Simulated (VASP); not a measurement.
# Bi (P1) in VASP: single point with PBE

Aim: the single point of Bi with PBE.

Everything below comes from runs of VASP 6.6.1. Logs are shortened: lines on timing, memory, paths and dates and some standing lists are left out, and cuts for length are marked.

## (1) The cell of the first run

The typed cell holds 4 atoms: a = 9.458 Å, b = 4.729 Å, c = 4.729 Å, α = 57.30°, β = 57.30°, γ = 57.30°.

## (2) Single point, PBE

INCAR reads:

```
SYSTEM = Bi
ALGO     = Normal         ! electronic algorithm
EDIFF    = 1E-6           ! SCF threshold, eV
ENCUT    = 520            ! plane-wave cutoff, eV
GGA      = PE             ! functional
ISIF     = 2              ! what is computed and relaxed
ISMEAR   = -1             ! smearing method
LASPH    = .True.         ! aspherical terms in the spheres
LCHARG   = .False.        ! write CHGCAR
LREAL    = .False.        ! projectors in reciprocal space
LWAVE    = .False.        ! write WAVECAR
NBANDS   = 38             ! bands
NELM     = 60             ! most SCF steps
PREC     = Accurate       ! precision mode
SIGMA    = 0.08           ! smearing width, eV
```

KPOINTS reads:

```
k-points
0
Gamma
  3 5 5
  0 0 0
```

POSCAR reads:

```
Bi
1.0
    4.5350000000      2.6182834708      7.8760000000
   -2.2675000000      1.3091417354      3.9380000000
    0.0000000000     -2.6182834708      3.9380000000
Bi
4
Direct
    0.1143700681      0.2289116907      0.2469500014
    0.6184502985      0.2216265066      0.2415848821
    0.3882428756      0.7775966663      0.7511456170
    0.8789367957      0.7718647712      0.7603195347
```

Potentials or basis: VASP PAW PBE potentials, release 64 (Bi_d).

Command:

```console
$ cat potpaw_PBE.64/Bi_d/POTCAR > POTCAR
$ mpirun -np 1 vasp_std > vasp.out
```

OUTCAR:

```text
SYSTEM = Bi
   EDIFF = 1E-6
   ENCUT = 520
   GGA = PE
   ISIF = 2
   ISMEAR = -1
   LASPH = .True.
   LREAL = .False.
   NELM = 60
   PREC = Accurate

 ion  position               nearest neighbor table
   1  0.114  0.229  0.247-   4 3.04   3 3.10   4 3.13   3 3.49   4 3.49   3 3.61
   2  0.618  0.222  0.242-   3 2.96   4 3.05   3 3.12   4 3.44   3 3.53   4 3.53
   3  0.388  0.778  0.751-   2 2.96   1 3.10   2 3.12   1 3.49   2 3.53   1 3.61
   4  0.879  0.772  0.760-   1 3.04   2 3.05   1 3.13   2 3.44   1 3.49   2 3.53

  LATTYP: Found a base centered monoclinic cell.
 ALAT       =     8.2998062829
 B/A-ratio  =     0.5463982948
 C/A-ratio  =     0.9463896077
 COS(beta)  =    -0.3154632026

  Lattice vectors:

 A1 = (  -2.2675000000,   1.3091417354,   3.9380000000)
 A2 = (   0.0000000000,  -2.6182834708,   3.9380000000)
 A3 = (   6.8025000000,   3.9274252062,   0.0000000000)

Analysis of symmetry for initial positions (statically):
=====================================================================
 Subroutine PRICEL returns:
 Original cell was already a primitive cell.

 Routine SETGRP: Setting up the symmetry group for a
 base centered monoclinic supercell.

 Subroutine GETGRP returns: Found  1 space group operations
 (whereof  1 operations were pure point group operations)
 out of a pool of  4 trial point group operations.

The static configuration has the point symmetry C_1 .

Analysis of symmetry for dynamics (positions and initial velocities):
=====================================================================
 Subroutine PRICEL returns:
 Original cell was already a primitive cell.

 Routine SETGRP: Setting up the symmetry group for a
 base centered monoclinic supercell.

 Subroutine GETGRP returns: Found  1 space group operations
 (whereof  1 operations were pure point group operations)
 out of a pool of  4 trial point group operations.

The dynamic configuration has the point symmetry C_1 .

 Subroutine INISYM returns: Found  1 space group operations
 (whereof  1 operations are pure point group operations),
 and found     1 'primitive' translations

----------------------------------------------------------------------------------------

                                     Primitive cell

  volume of cell :     140.2784

  direct lattice vectors                    reciprocal lattice vectors
     4.535000000  2.618283471  7.876000000     0.110253583  0.063654936  0.042322668
    -2.267500000  1.309141735  3.938000000    -0.220507166  0.127309872  0.084645336
     0.000000000 -2.618283471  3.938000000     0.000000000 -0.254619744  0.084645336

  length of vectors
     9.457960104  4.728980052  4.728980052     0.134160395  0.268320791  0.268320791

  position of ions in fractional coordinates (direct lattice)
     0.114370068  0.228911691  0.246950001
     0.618450299  0.221626507  0.241584882
     0.388242876  0.777596666  0.751145617
     0.878936796  0.771864771  0.760319535

  ion indices of the primitive-cell ions
   primitive index   ion index
                 1           1
                 2           2
                 3           3
                 4           4

----------------------------------------------------------------------------------------

 KPOINTS: k-points

Automatic generation of k-mesh.
 Grid dimensions read from file:
 generate k-points for:    3    5    5

 Generating k-lattice:

  Cartesian coordinates                     Fractional coordinates (reciprocal lattice)
     0.036751194  0.021218312  0.014107556     0.333333333 -0.000000000  0.000000000
    -0.044101433  0.025461974  0.016929067    -0.000000000  0.200000000  0.000000000
     0.000000000 -0.050923949  0.016929067     0.000000000  0.000000000  0.200000000

  Length of vectors
     0.044720132  0.053664158  0.053664158

  Shift w.r.t. Gamma in fractional coordinates (k-lattice)
     0.000000000  0.000000000  0.000000000

 Subroutine IBZKPT returns following result:
 ===========================================

 Found     38 irreducible k-points:

 Following reciprocal coordinates:
            Coordinates               Weight
  0.000000  0.000000  0.000000      1.000000
  0.333333  0.000000  0.000000      2.000000
 -0.000000  0.200000  0.000000      2.000000
  0.000000  0.000000 -0.200000      2.000000
  0.333333  0.200000  0.000000      2.000000
 -0.333333 -0.000000 -0.200000      2.000000
[... 16 lines left out ...]
  0.333333 -0.200000 -0.400000      2.000000
  0.000000 -0.400000  0.200000      2.000000
 [... further k-points ...]
   k-points           NKPTS =     38   k-points in BZ     NKDIM =     38   number of bands    NBANDS=     38
   number of dos      NEDOS =    301   number of ions     NIONS =      4
   total plane-waves  NPLWV =  90720
   dimension x,y,z NGX =    70 NGY =   36 NGZ =   36
   dimension x,y,z NGXF=   140 NGYF=   72 NGZF=   72
   ions per type =               4
   NGX,Y,Z   is equivalent  to a cutoff of  12.30, 12.66, 12.66 a.u.
   NGXF,Y,Z  is equivalent  to a cutoff of  24.61, 25.31, 25.31 a.u.
 SYSTEM =  Bi
   PREC   = accura    normal or accurate (medium, high low for compatibility)
   ISTART =      0    job   : 0-new  1-cont  2-samecut
   ICHARG =      2    charge: 1-file 2-atom 10-const
   ISPIN  =      1    spin polarized calculation?
   LNONCOLLINEAR =      F non collinear calculations
   LSORBIT =      F    spin-orbit coupling
   LASPH  =      T    aspherical Exc in radial PAW
   ENCUT  =  520.0 eV  38.22 Ry    6.18 a.u.  17.59  8.79  8.79*2*pi/ulx,y,z
   NELM   =     60;   NELMIN=  2; NELMDL= -5     # of ELM steps
   EDIFF  = 0.1E-05   stopping-criterion for ELM
   LREAL  =      F    real-space projection
   EDIFFG = 0.1E-04   stopping-criterion for IOM
   NSW    =      0    number of steps for IOM
   IBRION =     -1    ionic relax: 0-MD 1-quasi-New 2-CG
   NFREE  =      0    steps in history (QN), initial steepest desc. (CG)
   ISIF   =      2    stress and relaxation
   ISYM   =      2    0-nonsym 1-usesym 2-fastsym
   POTIM  = 0.5000    time-step for ionic-motion
   TEBEG  =    0.0;   TEEND  =   0.0 temperature during run
   PSTRESS=    0.0 pullay stress
   NELECT =      60.0000    total number of electrons
   NUPDOWN=      -1.0000    fix difference up-down
   EMIN   =  10.00;   EMAX   =-10.00  energy-range for DOS
   EFERMI =   0.00;   METHOD = LEGACY
   ISMEAR =    -1;   SIGMA  =   0.08  broadening in eV -4-tet -1-fermi 0-gaus
   EFERMI_NEDOS =   21; number of points for ismear=-14 and -15
   IALGO  =     38    algorithm
   IMIX   =      4    mixing-type and parameters
     AMIX     =   0.40;   BMIX     =  1.00
     AMIX_MAG =   1.60;   BMIX_MAG =  1.00
  volume/ion in A,a.u.               =      35.07       236.66
  Fermi-wavevector in a.u.,A,eV,Ry     =   1.233469  2.330919 20.700530  1.521446
  Thomas-Fermi vector in A             =   2.368198
   LORBIT       =      0    0 simple, 1 ext, 2 COOP (PROOUT), +10 PAW based schemes
   GGA     = PE    functional components
   LHFCALC =     F    Hartree Fock is set to
   AEXX    =    0.0000 exact exchange contribution
   IVDW    =     0    specifies the selected vdW correction
   LEPSILON=     F    determine dielectric tensor
   LRPA    =     F    only Hartree local field effects (RPA)
 non-spin polarized calculation
  energy-cutoff  :      520.00
  volume of cell :      140.28
 maximum number of plane-waves:      3804
 NGX is ok and might be reduce to    70
   NGX = 35   NGY = 17   NGZ = 17

 number of electron      60.0000004 magnetization

 Free energy of the ion-electron system (eV)
  ---------------------------------------------------
  ext. energy  EPLUGINS =         0.00000000
  ---------------------------------------------------
  free energy    TOTEN  =       -15.48015710 eV

  energy without entropy =      -15.46040645  energy(sigma->0) =      -15.47028178

 E-fermi :   6.4308     XC(G=0):  -9.5459

 val. band max:        6.3466564028   @ k =   0.0000  -0.4000   0.4000
 cond. band min:       6.4521645889   @ k =  -0.3333  -0.2000  -0.4000
 fundamental gap:      0.1055081861
 Fermi energy:         6.4308102068

 k-point     1 :       0.0000    0.0000    0.0000
  band No.  band energies     occupation
      1     -16.5924      2.00000
      2     -16.5544      2.00000
      3     -16.4726      2.00000
      4     -16.4210      2.00000
      5     -16.4184      2.00000
      6     -16.4009      2.00000
[... 30 lines left out ...]
     37      12.0109      0.00000
     38      12.1064      0.00000

 k-point     2 :       0.3333    0.0000    0.0000
  band No.  band energies     occupation
      1     -16.5751      2.00000
      2     -16.5341      2.00000
      3     -16.5007      2.00000
      4     -16.4625      2.00000
      5     -16.4129      2.00000
      6     -16.4048      2.00000
[... 30 lines left out ...]
     37      11.3997      0.00000
     38      12.0311      0.00000

 k-point     3 :      -0.0000    0.2000    0.0000
  band No.  band energies     occupation
      1     -16.5670      2.00000
      2     -16.5230      2.00000
      3     -16.4876      2.00000
      4     -16.4300      2.00000
      5     -16.4109      2.00000
      6     -16.3981      2.00000
[... 30 lines left out ...]
     37      11.4400      0.00000
     38      11.8257      0.00000

 k-point     4 :       0.0000    0.0000   -0.2000
  band No.  band energies     occupation
      1     -16.5650      2.00000
      2     -16.5297      2.00000
      3     -16.5039      2.00000
      4     -16.4060      2.00000
      5     -16.4002      2.00000
      6     -16.3923      2.00000
[... 30 lines left out ...]
     37      11.4293      0.00000
     38      11.7689      0.00000
[... 703 lines left out ...]
      4     -16.4080      2.00000
      5     -16.3987      2.00000
      6     -16.3903      2.00000
[... 30 lines left out ...]
     37      11.1591      0.00000
     38      11.7524      0.00000

 k-point    23 :       0.3333   -0.2000   -0.4000
  band No.  band energies     occupation
      1     -16.5649      2.00000
      2     -16.5207      2.00000
      3     -16.4503      2.00000
      4     -16.4127      2.00000
      5     -16.4000      2.00000
      6     -16.3847      2.00000
[... 30 lines left out ...]
     37      11.2460      0.00000
     38      11.9472      0.00000

 k-point    24 :       0.0000   -0.4000    0.2000
  band No.  band energies     occupation
      1     -16.5290      2.00000
      2     -16.5053      2.00000
      3     -16.4585      2.00000
      4     -16.4019      2.00000
      5     -16.3876      2.00000
      6     -16.3819      2.00000
[... 30 lines left out ...]
     37      12.2792      0.00000
     38      12.9392      0.00000

 [... further k-points ...]
[... 5 lines left out ...]
  --------------------------------------------------------------------------------------
  -------------------------------------------------------------------------------------
  Total        1.3254523      2.5872142      1.9371006      0.1816393      0.8495503     -0.6358015
  in kB       15.1385316     29.5496296     22.1244171      2.0745767      9.7030606     -7.2617481
  external PRESSURE =      22.2708594 kB  Pullay stress =       0.0000000 kB

 VOLUME and BASIS-vectors are now :
 -----------------------------------------------------------------------------
  energy-cutoff  :      520.00
  volume of cell :      140.28
      direct lattice vectors                 reciprocal lattice vectors
     4.535000000  2.618283471  7.876000000     0.110253583  0.063654936  0.042322668
    -2.267500000  1.309141735  3.938000000    -0.220507166  0.127309872  0.084645336
     0.000000000 -2.618283471  3.938000000     0.000000000 -0.254619744  0.084645336

 POSITION                                       TOTAL-FORCE (eV/Angst)
 -----------------------------------------------------------------------------------
     -0.00039     -0.04745      2.77472         0.043394      0.144695      0.046321
      2.30213      1.27688      6.69504        -0.142056      0.281021      0.358579
     -0.00252      0.06780      9.07799        -0.104998     -0.446048     -0.340058
      2.23577      1.32105     12.95625         0.203660      0.020332     -0.064842
 -----------------------------------------------------------------------------------
    total drift:                               -0.000488     -0.000047      0.000469

  FREE ENERGIE OF THE ION-ELECTRON SYSTEM (eV)
  ---------------------------------------------------
  free  energy   TOTEN  =       -15.4801571038 eV

  energy  without entropy=      -15.4604064483  energy(sigma->0) =      -15.47028178
```

It took 3.9 min on 1 thread of Intel Xeon 8259CL, shared host; peak memory 0.35 GiB.

What came out:

| Quantity | Value |
| --- | --- |
| Free energy | -15.4802 eV |
| Pressure | 2.2 GPa |
| Largest force | 0.571 eV/Å |
| Band gap on the k mesh | zero (bands 30 and 31 overlap by 0.30 eV) |

Forces in eV/Å, atoms in the order of the input:
```
Bi   0.043  0.145  0.046
Bi  -0.142  0.281  0.359
Bi  -0.105 -0.446 -0.340
Bi   0.204  0.020 -0.065
```

Stress tensor (GPa, compression positive):
```
 1.51  0.21 -0.73
 0.21  2.95  0.97
-0.73  0.97  2.21
```

Levels at points of the mesh, in eV from the Fermi level:
```csv
k point,band 27,band 28,band 29,band 30,band 31,band 32,band 33,band 34
"(0.00, 0.00, 0.00)",-1.36,-1.24,-1.16,-0.35,-0.28,0.46,1.02,2.44
```

Caveat: spin-orbit coupling is left out, which moves the levels of the heavy elements.
